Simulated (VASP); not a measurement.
Set up this calculation in VASP 6.6.1, as the native input.

```
Task                   : relaxation of cell and atoms
Functional             : PBE
Potentials or basis    : VASP PAW PBE potentials, release 64 (Si, O)
Cutoff                 : 600 eV
k mesh                 : 6 × 6 × 6
Occupations            : gaussian, width 0.02 eV
Spin                   : no spin polarisation
Dipole correction      : no
Further INCAR settings : ALGO = Normal; EDIFF = 1e-07; IBRION = 2; EDIFFG = -0.005; NSW = 100; ISIF = 3
```

The structure of SiO2 lies in POSCAR:

```
SiO2
1.0
   -2.4772904627      2.4772904627      3.6556712422
    2.4772904627     -2.4772904627      3.6556712422
    2.4772904627      2.4772904627     -3.6556712422
Si O
2 4
Direct
    0.0000000000      0.0000000000      0.0000000000
    0.7500000000      0.2500000000      0.5000000000
    0.3750000000      0.2217861300      0.3467861300
    0.9717861300      0.6250000000      0.8467861300
    0.7782138700      0.1250000000      0.1532138700
    0.8750000000      0.0282138700      0.6532138700
```

These files were run (other wordings do the same):

INCAR

```
  PREC = Accurate
  ENCUT = 600
  EDIFF = 1E-7
  ISMEAR = 0
  SIGMA = 0.02
  LREAL = F
  LASPH = T
  NELM = 60
  ALGO = Normal
  ISIF = 3
  LWAVE = F
  LCHARG = F
  GGA = PE
  IBRION = 2
  NSW = 100
  EDIFFG = -0.005
```

KPOINTS

```
Automatic mesh
0
Gamma
  6 6 6
```

Potentials or basis: VASP PAW PBE potentials, release 64 (Si, O).

Launch:

```bash
$ cat potpaw_PBE.64/Si/POTCAR potpaw_PBE.64/O/POTCAR > POTCAR
$ mpirun -np 1 vasp_std > vasp.out
```

Results of the run:

```json
{"Relaxed volume": "15.55 Å³/atom", "Relaxed cell": "a = 5.125 Å, b = 5.125 Å, c = 5.125 Å, α = 121.25°, β = 121.25°, γ = 87.85°", "Space group after relaxing (to 0.1 Å)": "I-42d (No. 122)", "Energy gained by relaxing": "5.5 meV/atom", "Ionic steps": "10", "Pressure after relaxing": "0.0 GPa", "Band gap on the k mesh": "5.73 eV"}
```

Wall time 11 min on 1 thread of Intel Xeon 8259CL, on a shared host, peak memory 0.27 GiB.
